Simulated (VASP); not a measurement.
Set up this calculation in VASP 6.6.1, as the native input.

- Task: relaxation of cell and atoms
- Functional: PBEsol
- Potentials or basis: VASP PAW PBE potentials, release 64 (Sc_sv)
- Cutoff: 600 eV
- k mesh: 9 × 9 × 5
- Occupations: fermi-dirac, width 0.05 eV
- Spin: no spin polarisation
- Target pressure: 10 GPa
- Dipole correction: no
- Further INCAR settings: ALGO = Normal; EDIFF = 1e-07; IBRION = 2; EDIFFG = -0.01; NSW = 60; ISIF = 3

The structure of Sc lies in POSCAR:

```
Sc
1.0
    3.3090000000      0.0000000000      0.0000000000
   -1.6545000000      2.8656780611      0.0000000000
    0.0000000000      0.0000000000      5.2733000000
Sc
2
Direct
    0.6666666667      0.3333333333      0.7500000000
    0.3333333333      0.6666666667      0.2500000000
```

These files were run (other wordings do the same):

INCAR

```
SYSTEM = Sc
  PREC = Accurate
  ENCUT = 600
  EDIFF = 1E-7
  ISMEAR = -1
  SIGMA = 0.05
  LREAL = .FALSE.
  LASPH = .TRUE.
  NELM = 100
  ALGO = Normal
  ISIF = 3
  LWAVE = .FALSE.
  LCHARG = .FALSE.
  GGA = PS
  IBRION = 2
  NSW = 60
  EDIFFG = -0.01
  PSTRESS = 100.0
```

KPOINTS

```
Automatic mesh
0
G
  9 9 5
  0 0 0
```

Potentials or basis: VASP PAW PBE potentials, release 64 (Sc_sv).

Launch:

```bash
$ cat potpaw_PBE.64/Sc_sv/POTCAR > POTCAR
$ mpirun -np 1 vasp_std > vasp.out
```

It gave:

```yaml
Relaxed_volume: 20.61 Å³/atom
Relaxed_cell: a = 3.134 Å, b = 3.134 Å, c = 4.848 Å, α = 90.00°, β = 90.00°, γ = 120.00°
Space_group_after_relaxing_to_0.1_Å: P6_3/mmc (No. 194)
Energy_change_on_relaxing_the_run_minimises_the_enthalpy: +73.7 meV/atom
Ionic_steps: 8
Pressure_after_relaxing: 10.0 GPa
Band_gap_on_the_k_mesh: zero (bands 11 and 12 overlap by 1.85 eV)
```

Caveat: the cell is relaxed towards a set pressure, so the run minimises the enthalpy, not the energy; the volume moved by over 15 % at a fixed basis, so the end points are rough; the PAW data sets were made with another functional, which shifts forces and pressure a little.

Run time: 2 min on 1 thread of AMD EPYC 7R13 Processor (Zen 3), on a shared host, peak memory 0.17 GiB.
